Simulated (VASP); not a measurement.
# Zr4Al (Pm-3m) in VASP: notebook, part 2 of 2

VASP 6.6.1.

### 3 Single point, PBE

This run uses another cell than the first one, of 26.22 Å³/atom.

INCAR reads:

```
PREC = Accurate
ENCUT = 500
EDIFF = 1E-6
ISMEAR = 0
SIGMA = 0.1
LREAL = False
LASPH = True
NELM = 120
ALGO = Normal
ISIF = 2
LWAVE = False
LCHARG = True
GGA = PE
LELF = True
LVHAR = True
NBANDS = 34
GGA_COMPAT = False
```

KPOINTS reads:

```
Automatic mesh
0
Gamma
  8 8 8
```

POSCAR reads:

```
Zr4Al
1.0
    5.0797395291      0.0000000000      0.0000000000
    0.0000000000      5.0797395291      0.0000000000
    0.0000000000      0.0000000000      5.0797395291
Zr Al
4 1
Direct
    0.0000000000      0.5000000000      0.5000000000
    0.5000000000      0.0000000000      0.5000000000
    0.5000000000      0.5000000000      0.0000000000
    0.5000000000      0.5000000000      0.5000000000
    0.0000000000      0.0000000000      0.0000000000
```

Potentials or basis: VASP PAW PBE potentials, release 64 (Zr_sv, Al).

Command:

```bash
$ cat potpaw_PBE.64/Zr_sv/POTCAR potpaw_PBE.64/Al/POTCAR > POTCAR
$ mpirun -np 1 vasp_std > vasp.out
```

OUTCAR:

```text
PREC = Accurate
   ENCUT = 500
   EDIFF = 1E-6
   ISMEAR = 0
   LREAL = False
   LASPH = True
   NELM = 120
   ISIF = 2
   GGA = PE

 ion  position               nearest neighbor table
   1  0.000  0.500  0.500-   4 2.54   4 2.54   2 3.59   5 3.59   3 3.59   5 3.59   2 3.59   5 3.59
                             5 3.59   2 3.59   3 3.59   3 3.59   3 3.59   2 3.59
   2  0.500  0.000  0.500-   4 2.54   4 2.54   1 3.59   5 3.59   3 3.59   5 3.59   1 3.59   3 3.59
                             3 3.59   3 3.59   1 3.59   5 3.59   5 3.59   1 3.59
   3  0.500  0.500  0.000-   4 2.54   4 2.54   1 3.59   5 3.59   1 3.59   2 3.59   2 3.59   2 3.59
                             5 3.59   2 3.59   1 3.59   5 3.59   1 3.59   5 3.59
   4  0.500  0.500  0.500-   1 2.54   2 2.54   3 2.54   3 2.54   2 2.54   1 2.54
   5  0.000  0.000  0.000-   1 3.59   2 3.59   3 3.59   1 3.59   2 3.59   1 3.59   3 3.59   1 3.59
                             2 3.59   3 3.59   2 3.59   3 3.59

  LATTYP: Found a simple cubic cell.
 ALAT       =     5.0797395291

  Lattice vectors:

 A1 = (   5.0797395291,   0.0000000000,   0.0000000000)
 A2 = (   0.0000000000,   5.0797395291,   0.0000000000)
 A3 = (   0.0000000000,   0.0000000000,   5.0797395291)

Analysis of symmetry for initial positions (statically):
=====================================================================
 Subroutine PRICEL returns:
 Original cell was already a primitive cell.

 Routine SETGRP: Setting up the symmetry group for a
 simple cubic supercell.

 Subroutine GETGRP returns: Found 48 space group operations
 (whereof 48 operations were pure point group operations)
 out of a pool of 48 trial point group operations.

The static configuration has the point symmetry O_h .

Analysis of symmetry for dynamics (positions and initial velocities):
=====================================================================
 Subroutine PRICEL returns:
 Original cell was already a primitive cell.

 Routine SETGRP: Setting up the symmetry group for a
 simple cubic supercell.

 Subroutine GETGRP returns: Found 48 space group operations
 (whereof 48 operations were pure point group operations)
 out of a pool of 48 trial point group operations.

The dynamic configuration has the point symmetry O_h .

 Subroutine INISYM returns: Found 48 space group operations
 (whereof 48 operations are pure point group operations),
 and found     1 'primitive' translations

----------------------------------------------------------------------------------------

                                     Primitive cell

  volume of cell :     131.0763

  direct lattice vectors                    reciprocal lattice vectors
     5.079739529  0.000000000  0.000000000     0.196860487  0.000000000  0.000000000
     0.000000000  5.079739529  0.000000000     0.000000000  0.196860487  0.000000000
     0.000000000  0.000000000  5.079739529     0.000000000  0.000000000  0.196860487

  length of vectors
     5.079739529  5.079739529  5.079739529     0.196860487  0.196860487  0.196860487

  position of ions in fractional coordinates (direct lattice)
     0.000000000  0.500000000  0.500000000
     0.500000000  0.000000000  0.500000000
     0.500000000  0.500000000  0.000000000
     0.500000000  0.500000000  0.500000000
     0.000000000  0.000000000  0.000000000

  ion indices of the primitive-cell ions
[... 29 lines left out ...]
 ===========================================

 Found     35 irreducible k-points:

 Following reciprocal coordinates:
            Coordinates               Weight
  0.000000  0.000000  0.000000      1.000000
  0.125000  0.000000  0.000000      6.000000
  0.250000  0.000000  0.000000      6.000000
  0.375000  0.000000  0.000000      6.000000
  0.500000  0.000000  0.000000      3.000000
  0.125000  0.125000  0.000000     12.000000
[... 16 lines left out ...]
  0.375000  0.375000  0.125000     24.000000
  0.500000  0.375000  0.125000     24.000000
 [... further k-points ...]
   k-points           NKPTS =     35   k-points in BZ     NKDIM =     35   number of bands    NBANDS=     34
   number of dos      NEDOS =    301   number of ions     NIONS =      5
   total plane-waves  NPLWV =  64000
   dimension x,y,z NGX =    40 NGY =   40 NGZ =   40
   dimension x,y,z NGXF=    80 NGYF=   80 NGZF=   80
   ions per type =               4   1
   NGX,Y,Z   is equivalent  to a cutoff of  13.09, 13.09, 13.09 a.u.
   NGXF,Y,Z  is equivalent  to a cutoff of  26.18, 26.18, 26.18 a.u.
 SYSTEM =  unknown system
   PREC   = accura    normal or accurate (medium, high low for compatibility)
   ISTART =      0    job   : 0-new  1-cont  2-samecut
   ICHARG =      2    charge: 1-file 2-atom 10-const
   ISPIN  =      1    spin polarized calculation?
   LNONCOLLINEAR =      F non collinear calculations
   LSORBIT =      F    spin-orbit coupling
   LASPH  =      T    aspherical Exc in radial PAW
   ENCUT  =  500.0 eV  36.75 Ry    6.06 a.u.   9.26  9.26  9.26*2*pi/ulx,y,z
   NELM   =    120;   NELMIN=  2; NELMDL= -5     # of ELM steps
   EDIFF  = 0.1E-05   stopping-criterion for ELM
   LREAL  =      F    real-space projection
   EDIFFG = 0.1E-04   stopping-criterion for IOM
   NSW    =      0    number of steps for IOM
[... 5 lines left out ...]
   TEBEG  =    0.0;   TEEND  =   0.0 temperature during run
   PSTRESS=    0.0 pullay stress
   NELECT =      51.0000    total number of electrons
   NUPDOWN=      -1.0000    fix difference up-down
   EMIN   =  10.00;   EMAX   =-10.00  energy-range for DOS
   EFERMI =   0.00;   METHOD = LEGACY
   ISMEAR =     0;   SIGMA  =   0.10  broadening in eV -4-tet -1-fermi 0-gaus
   EFERMI_NEDOS =   21; number of points for ismear=-14 and -15
   IALGO  =     38    algorithm
   IMIX   =      4    mixing-type and parameters
     AMIX     =   0.40;   BMIX     =  1.00
     AMIX_MAG =   1.60;   BMIX_MAG =  1.00
  volume/ion in A,a.u.               =      26.22       176.91
  Fermi-wavevector in a.u.,A,eV,Ry     =   1.195153  2.258511 19.434430  1.428390
  Thomas-Fermi vector in A             =   2.331125
   LORBIT       =      0    0 simple, 1 ext, 2 COOP (PROOUT), +10 PAW based schemes
   GGA     = PE    functional components
   LHFCALC =     F    Hartree Fock is set to
   AEXX    =    0.0000 exact exchange contribution
   IVDW    =     0    specifies the selected vdW correction
   LEPSILON=     F    determine dielectric tensor
   LRPA    =     F    only Hartree local field effects (RPA)
 non-spin polarized calculation
 Gauss-broadening in eV      SIGMA  =   0.10
  energy-cutoff  :      500.00
  volume of cell :      131.08
 maximum number of plane-waves:      3362
 NGX is ok and might be reduce to    40
   NGX = 19   NGY = 19   NGZ = 19

 number of electron      50.9999997 magnetization

 Free energy of the ion-electron system (eV)
  ---------------------------------------------------
  ext. energy  EPLUGINS =         0.00000000
  ---------------------------------------------------
  free energy    TOTEN  =       -32.60889422 eV

  energy without entropy =      -32.55757847  energy(sigma->0) =      -32.58323635

 E-fermi :   6.7426     XC(G=0):  -9.9656

 val. band max:        6.7385956131   @ k =   0.2500   0.0000   0.0000
 cond. band min:       6.7611192469   @ k =   0.5000   0.2500   0.1250
 fundamental gap:      0.0225236339
 Fermi energy:         6.7426369619

 k-point     1 :       0.0000    0.0000    0.0000
  band No.  band energies     occupation
      1     -42.4945      2.00000
      2     -42.3365      2.00000
      3     -42.3365      2.00000
      4     -40.6892      2.00000
      5     -21.5347      2.00000
      6     -21.5347      2.00000
[... 877 lines left out ...]
     33       8.9461      0.00000
     34       8.9889      0.00000

 [... further k-points ...]

------------------------ aborting loop because EDIFF is reached ----------------------------------------

  FORCE on cell =-STRESS in cart. coord.  units (eV):
  Direction    XX          YY          ZZ          XY          YZ          ZX
  --------------------------------------------------------------------------------------
  -------------------------------------------------------------------------------------
  Total        0.1157049      0.1157049      0.1157049     -0.0000000     -0.0000000     -0.0000000
  in kB        1.4142889      1.4142889      1.4142889     -0.0000000     -0.0000000     -0.0000000
  external PRESSURE =       1.4142889 kB  Pullay stress =       0.0000000 kB

 VOLUME and BASIS-vectors are now :
 -----------------------------------------------------------------------------
  energy-cutoff  :      500.00
  volume of cell :      131.08
      direct lattice vectors                 reciprocal lattice vectors
     5.079739529  0.000000000  0.000000000     0.196860487  0.000000000  0.000000000
     0.000000000  5.079739529  0.000000000     0.000000000  0.196860487  0.000000000
     0.000000000  0.000000000  5.079739529     0.000000000  0.000000000  0.196860487

 POSITION                                       TOTAL-FORCE (eV/Angst)
 -----------------------------------------------------------------------------------
      0.00000      2.53987      2.53987         0.000000      0.000000      0.000000
      2.53987      0.00000      2.53987         0.000000      0.000000      0.000000
      2.53987      2.53987      0.00000         0.000000      0.000000      0.000000
      2.53987      2.53987      2.53987         0.000000      0.000000      0.000000
      0.00000      0.00000      0.00000         0.000000      0.000000      0.000000
 -----------------------------------------------------------------------------------
    total drift:                                0.000000     -0.000000     -0.000000

  FREE ENERGIE OF THE ION-ELECTRON SYSTEM (eV)
  ---------------------------------------------------
  free  energy   TOTEN  =       -32.6088942216 eV

  energy  without entropy=      -32.5575784695  energy(sigma->0) =      -32.58323635
```

OSZICAR:

```text
N       E                     dE             d eps       ncg     rms          rms(c)
DAV:   1     0.518035557155E+03    0.51804E+03   -0.25261E+04  2420   0.136E+03
DAV:   2     0.903510837760E+01   -0.50900E+03   -0.49575E+03  2722   0.418E+02
DAV:   3    -0.329716280066E+02   -0.42007E+02   -0.40735E+02  4022   0.878E+01
DAV:   4    -0.361660403157E+02   -0.31944E+01   -0.31517E+01  3568   0.225E+01
DAV:   5    -0.363050160455E+02   -0.13898E+00   -0.13887E+00  3612   0.401E+00    0.287E+01
DAV:   6    -0.334555432042E+02    0.28495E+01   -0.40169E+01  2946   0.290E+01    0.189E+01
DAV:   7    -0.326523899570E+02    0.80315E+00   -0.41485E+00  3138   0.936E+00    0.935E+00
DAV:   8    -0.326501094662E+02    0.22805E-02   -0.11415E+00  3554   0.541E+00    0.175E+00
DAV:   9    -0.326068852462E+02    0.43224E-01   -0.43525E-01  2900   0.348E+00    0.684E-01
DAV:  10    -0.326106234476E+02   -0.37382E-02   -0.26019E-02  3398   0.893E-01    0.267E-01
DAV:  11    -0.326089034946E+02    0.17200E-02   -0.12421E-02  2988   0.539E-01    0.705E-02
DAV:  12    -0.326089019789E+02    0.15157E-05   -0.68314E-04  3286   0.132E-01    0.286E-02
DAV:  13    -0.326088943035E+02    0.76754E-05   -0.41407E-05  3550   0.303E-02    0.101E-02
DAV:  14    -0.326088942216E+02    0.81892E-07   -0.44574E-06  3040   0.129E-02
   1 F= -.32608894E+02 E0= -.32583236E+02  d E =-.513158E-01
```

stdout:

```text
POSCAR found type information on POSCAR ZrAl
 POSCAR found :  2 types and       5 ions
 scaLAPACK will be used
 LDA part: xc-table for (Slater+PW92), standard interpolation
 POSCAR, INCAR and KPOINTS ok, starting setup
 FFT: planning ... GRIDC
 FFT: planning ... GRID_SOFT
 FFT: planning ... GRID
 WAVECAR not read
 entering main loop
```

It took 2.6 min on 1 thread of Oxide Virtual Turin-like, shared host; peak memory 0.26 GiB.

What came out:

```
Free energy            : -32.6089 eV
Pressure               : 0.1 GPa
Band gap on the k mesh : zero (an odd number of electrons rules out a gap without spin polarisation)
```

Levels at points of the mesh, in eV from the Fermi level:
```
           k point  band 23  band 24  band 25  band 26  band 27  band 28  band 29  band 30
(0.00, 0.00, 0.00)    -2.05    -0.99    -0.99     0.28     0.28     0.28     1.45     1.45
(0.50, 0.00, 0.00)    -1.41    -0.09     0.16     0.16     0.26     0.57     0.57     0.94
(0.50, 0.50, 0.00)    -1.12    -0.36    -0.16    -0.07    -0.07     0.64     1.13     1.54
(0.50, 0.50, 0.50)    -1.52     0.34     0.34     0.34     1.18     1.81     1.81     1.81
```

### 4 Relaxation of cell and atoms, PBE

This run uses another cell than the first one, of 26.55 Å³/atom.

INCAR reads:

```
PREC = Accurate
ENCUT = 500
EDIFF = 1E-7
ISMEAR = 0
SIGMA = 0.1
LREAL = False
LASPH = True
NELM = 120
ALGO = Normal
ISIF = 3
LWAVE = False
LCHARG = False
GGA = PE
IBRION = 2
NSW = 100
EDIFFG = -0.01
GGA_COMPAT = False
NELMIN = 4
```

KPOINTS is that of step 3.

POSCAR, as its differences from that of step 3:

```diff
@@ -2,5 +2,5 @@
 1.0
-    5.0797395291      0.0000000000      0.0000000000
-    0.0000000000      5.0797395291      0.0000000000
-    0.0000000000      0.0000000000      5.0797395291
+    5.1011189387      0.0000000000      0.0000000000
+    0.0000000000      5.1011189387      0.0000000000
+    0.0000000000      0.0000000000      5.1011189387
 Zr Al
```

Command:

```bash
$ cat potpaw_PBE.64/Zr_sv/POTCAR potpaw_PBE.64/Al/POTCAR > POTCAR
$ mpirun -np 1 vasp_std > vasp.out
```

Run time: 4.5 min. Hardware: 1 thread of Oxide Virtual Turin-like, shared host; peak memory 0.27 GiB.

The run converged. Its results:

```yaml
Free_energy: -32.6094 eV
Relaxed_volume: 26.28 Å³/atom
Relaxed_cell: a = 5.084 Å, b = 5.084 Å, c = 5.084 Å, α = 90.00°, β = 90.00°, γ = 90.00°
Space_group_after_relaxing_to_0.1_Å: Pm-3m (No. 221)
Energy_gained_by_relaxing: 0.5 meV/atom
Ionic_steps: 3
Pressure_after_relaxing: 0.0 GPa
Band_gap_on_the_k_mesh: zero (an odd number of electrons rules out a gap without spin polarisation)
```

The path:
| step | energy change (eV) | largest force (eV/Å) | pressure (GPa) | volume (Å³) |
| --- | --- | --- | --- | --- |
| 1 | 0.0000 | 0.0000 | -0.58 | 132.74 |
| 2 | -0.0022 | 0.0000 | 0.22 | 130.89 |
| 3 | -0.0025 | 0.0000 | 0.00 | 131.38 |

Final structure:
```
CELL_PARAMETERS angstrom
5.08368 0.00000 0.00000
0.00000 5.08368 0.00000
0.00000 0.00000 5.08368
ATOMIC_POSITIONS crystal
Zr 0.00000 0.50000 0.50000
Zr 0.50000 0.00000 0.50000
Zr 0.50000 0.50000 0.00000
Zr 0.50000 0.50000 0.50000
Al 0.00000 0.00000 0.00000
```

Levels at points of the mesh, in eV from the Fermi level:
| k point | band 23 | band 24 | band 25 | band 26 | band 27 | band 28 | band 29 | band 30 |
| --- | --- | --- | --- | --- | --- | --- | --- | --- |
| (0.00, 0.00, 0.00) | -2.05 | -0.98 | -0.98 | 0.28 | 0.28 | 0.28 | 1.45 | 1.45 |
| (0.50, 0.00, 0.00) | -1.41 | -0.09 | 0.16 | 0.16 | 0.26 | 0.57 | 0.57 | 0.94 |
| (0.50, 0.50, 0.00) | -1.12 | -0.36 | -0.16 | -0.07 | -0.07 | 0.63 | 1.13 | 1.54 |
| (0.50, 0.50, 0.50) | -1.51 | 0.34 | 0.34 | 0.34 | 1.17 | 1.80 | 1.80 | 1.80 |

### 5 Summary

```csv
task,cell,k mesh,gap on the mesh (eV),pressure (GPa),relaxed volume (Å³/atom)
relaxation of cell and atoms,"relaxed from a = 4.661 Å, 5 atoms",4 × 4 × 4,none,-0.1,26.66
single point,"a = 5.080 Å, 5 atoms",8 × 8 × 8,none,0.1,-
relaxation of cell and atoms,"relaxed from a = 5.101 Å, 5 atoms",8 × 8 × 8,none,0.0,26.28
```

Alike in all rows: level PBE; potentials or basis VASP PAW PBE potentials, release 64 (Zr_sv, Al); no spin polarisation; cutoff (eV) 500; smearing gaussian 0.1 eV.

Caveats: the volume moved by over 15 % at a fixed basis, so the end points are rough (at least some runs).

Total energies depend on the potentials used, so only differences within one code and one set of settings carry meaning.

The gap in the log of VASP goes by the Fermi energy; the results here count the filled bands.